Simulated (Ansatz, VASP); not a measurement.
**ZnS in VASP and in Ansatz**

```xyz
2
Lattice="0.0000 2.6235 2.6235 2.6235 0.0000 2.6235 2.6235 2.6235 0.0000" Properties=species:S:1:pos:R:3 pbc="T T T"
Zn    0.0000    0.0000    0.0000
S     3.9353    3.9353    3.9353
```

Change from the starting cell: strain -0.030 along x and y, -0.030 along z, atoms carried along.

Alike in both runs: task single point; functional PBE; k mesh 10 × 10 × 10; occupations gaussian, width 0.05 eV; no spin polarisation.

|  | VASP | Ansatz |
| --- | --- | --- |
| version | VASP 6.6.1 | Ansatz 0.2.0 |
| potentials or method | VASP PAW PBE potentials, release 64 (Zn, S), cutoff 520 eV | scalar-relativistic, plane waves, PAW |
| valence electrons in the cell | 18 | 18 |

```csv
,VASP,Ansatz,Ansatz less VASP
gap on the k mesh at the Fermi level (eV),2.51,2.50,-0.011
least direct gap on the mesh (eV),2.51,2.50,-0.011
pressure (GPa),10.0,9.8,-0.19
```

With one functional, cell and mesh, what is left measures potentials, basis and numerics.
